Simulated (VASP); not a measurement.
# PbS: single point with PBE+D3(BJ)

PbS, a slab with vacuum:

```xyz
4
Lattice="0.0000 -3.0044 -3.0062 0.0000 3.0044 -3.0062 11.2983 0.0000 0.0000" Properties=species:S:1:pos:R:3 pbc="T T T"
Pb    7.0567   -1.5022   -2.9663
Pb    4.2416    1.5022   -2.9663
S     6.9335    1.5022   -2.9198
S     4.3648   -1.5022   -2.9198
```

```
Program             : VASP 6.6.1
Task                : single point
Functional          : PBE
Dispersion          : D3(BJ)
Potentials or basis : VASP PAW PBE potentials, release 64 (Pb_d, S)
Cutoff              : 500 eV
k mesh              : 6 × 6 × 3
Occupations         : gaussian, width 0.05 eV
Spin                : no spin polarisation
```

```json
{
 "Largest force": "0.063 eV/Å",
 "Band gap on the k mesh": "2.07 eV, indirect (the least direct gap lies 3.2 meV higher)",
 "Dispersion energy per atom": "-0.228 eV"
}
```

Forces on the atoms (eV/Å):
```
Pb  -0.050  0.000  0.005
Pb   0.050  0.000  0.005
S   -0.063  0.000 -0.005
S    0.063  0.000 -0.005
```

Levels at points of the mesh, in eV from the valence-band top:
```csv
k point,band 18,band 19,band 20,band 21,band 22,band 23
"(0.00, 0.00, 0.00)",-1.23,-1.23,-0.15,2.31,3.83,5.07
"(0.50, 0.00, 0.00)",-0.89,0.00,0.00,2.08,2.08,3.14
"(0.50, 0.50, 0.00)",-2.54,-1.26,-1.25,4.25,4.26,5.31
```

It used 460 s of CPU time on 1 thread of AMD EPYC 7R13 Processor (Zen 3) (shared host).

Caveat: spin-orbit coupling is left out, which moves the levels of the heavy elements.
